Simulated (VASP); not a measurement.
Write the native input for VASP 6.6.1 that does the following.

| Quantity | Value |
| --- | --- |
| Task | single point |
| Functional | PBE |
| Potentials or basis | VASP PAW PBE potentials, release 64 (Hf_pv, Nb_sv, O) |
| Cutoff | 520 eV |
| k mesh | 6 × 6 × 6 |
| Occupations | gaussian, width 0.1 eV |
| Spin | no spin polarisation |
| Dipole correction | no |
| Further INCAR settings | ALGO = Normal; EDIFF = 1e-06; NBANDS = 32 |

The structure of HfNb2O2 lies in POSCAR:

```
HfNb2O2
1.0
   -1.7943843600      1.7943843600      5.2331462200
    1.7943843600     -1.7943843600      5.2331462200
    1.7943843600      1.7943843600     -5.2331462200
Hf Nb O
1 2 2
Direct
    0.0000000000      0.0000000000      0.0000000000
    0.7500000000      0.2500000000      0.5000000000
    0.2500000000      0.7500000000      0.5000000000
    0.3437567400      0.3437567400      0.0000000000
    0.6562432600      0.6562432600      0.0000000000
```

The cell was built from a structure type or drawn by symmetry, and may not be a known phase.

The input as run:

INCAR

```
SYSTEM = HfNb2O2
PREC = Accurate
ENCUT = 520
EDIFF = 1E-6
ISMEAR = 0
SIGMA = 0.1
LREAL = .False.
LASPH = .True.
NELM = 100
ALGO = Normal
ISIF = 2
LWAVE = .False.
LCHARG = .True.
GGA = PE
LELF = .True.
LVHAR = .True.
NBANDS = 32
```

KPOINTS

```
regular mesh
0
Gamma
  6 6 6
  0 0 0
```

Potentials or basis: VASP PAW PBE potentials, release 64 (Hf_pv, Nb_sv, O).

The run is started by

```bash
$ cat potpaw_PBE.64/Hf_pv/POTCAR potpaw_PBE.64/Nb_sv/POTCAR potpaw_PBE.64/O/POTCAR > POTCAR
$ mpirun -np 1 vasp_std > vasp.out
```

Results of the run:

```json
{"Pressure": "37.3 GPa", "Largest force": "2.532 eV/Å", "Band gap on the k mesh": "zero (bands 24 and 25 overlap by 1.47 eV)"}
```

Caveat: the cell stands under pressure; spin-orbit coupling is left out, which moves the levels of the heavy elements; forces of over 1 eV/Å act on the atoms, so gaps and moduli don't describe the material at rest.

Wall time 4.1 min on 1 thread of Intel(R) Xeon(R) Platinum 8488C (Sapphire Rapids), on a shared host, peak memory 0.35 GiB.
